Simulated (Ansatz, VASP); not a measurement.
# MgO in VASP and in Ansatz

INCAR

```
  PREC = Accurate
  ENCUT = 520
  EDIFF = 1E-6
  ISMEAR = 0
  SIGMA = 0.05
  LREAL = F
  LASPH = T
  NELM = 60
  ALGO = Normal
  ISIF = 2
  LWAVE = F
  LCHARG = T
  GGA = PS
  LELF = T
  LVHAR = T
  NBANDS = 26
```

File KPOINTS:

```
Automatic mesh
0
Gamma
  9 9 4
```

POSCAR

```
MgO
1.0
    3.2553371795      0.0000000000      0.0000000000
   -1.6276685897      2.8192046953      0.0000000000
    0.0000000000      0.0000000000     10.4149514991
Mg O
4 4
Direct
    0.3333333333      0.6666666667      0.9695963559
    0.0000000000      0.0000000000      0.2209473890
    0.0000000000      0.0000000000      0.7209473890
    0.6666666667      0.3333333333      0.4695963559
    0.3333333333      0.6666666667      0.7799156657
   -0.1996720967      0.0000000000      0.5170567142
    0.0000000000      0.0000000000      0.0295387694
    0.6666666667      0.3333333333      0.2799156657
```

Input for Ansatz:

```yaml
crystal:
  lattice:
    - [3.2553371795, 0.0, 0.0]
    - [-1.6276685897, 2.8192046953, 0.0]
    - [0.0, 0.0, 10.4149514991]
  atoms:
    - { symbol: Mg, position: [0.3333333333, 0.6666666667, 0.9695963559] }
    - { symbol: Mg, position: [0.0, 0.0, 0.220947389] }
    - { symbol: Mg, position: [0.0, 0.0, 0.720947389] }
    - { symbol: Mg, position: [0.6666666667, 0.3333333333, 0.4695963559] }
    - { symbol: O, position: [0.3333333333, 0.6666666667, 0.7799156657] }
    - { symbol: O, position: [-0.1996720967, 0.0, 0.5170567142] }
    - { symbol: O, position: [0.0, 0.0, 0.0295387694] }
    - { symbol: O, position: [0.6666666667, 0.3333333333, 0.2799156657] }
basis:
  ecutwfc: 420
kpoints:
  mp_grid: { grid: [9, 9, 4] }
hamiltonian:
  xc: pbesol
  pseudopotentials: { kind: paw, azcp: { folder: soft_1 } }
scf:
  occupations: { method: gaussian, width: 0.05 }
output:
  forces: true
  stress: true
  eigenvalues: true
```

Alike in both runs: task single point; functional PBEsol; k mesh 9 × 9 × 4; occupations gaussian, width 0.05 eV; no spin polarisation.

|  | VASP | Ansatz |
| --- | --- | --- |
| version | VASP 6.6.1 | Ansatz 0.2.0 |
| potentials or method | VASP PAW PBE potentials, release 64 (Mg, O), cutoff 520 eV | scalar-relativistic, plane waves, PAW |
| valence electrons in the cell | 32 | 64 |

|  | VASP | Ansatz | Ansatz less VASP |
| --- | --- | --- | --- |
| gap on the k mesh at the Fermi level (eV) | 3.08 | 3.07 | -0.006 |
| least direct gap on the mesh (eV) | 3.08 | 3.07 | -0.006 |
| pressure (GPa) | 13.7 | 12.8 | -0.90 |
| traceless stress, the component that is largest in VASP (GPa) | -20.70 | -19.18 | +1.518 |
| rms of the force components (eV/Å) | 6.075 | 5.668 | -0.4070 |

VASP's potentials were made for PBE, not for PBEsol, and Ansatz warns of the same on its side. Atom by atom the forces differ by 0.407 eV/Å (rms over components). VASP's potentials hold 32 valence electrons a cell and Ansatz's 64, so a difference there can come from the potentials and not from the codes.
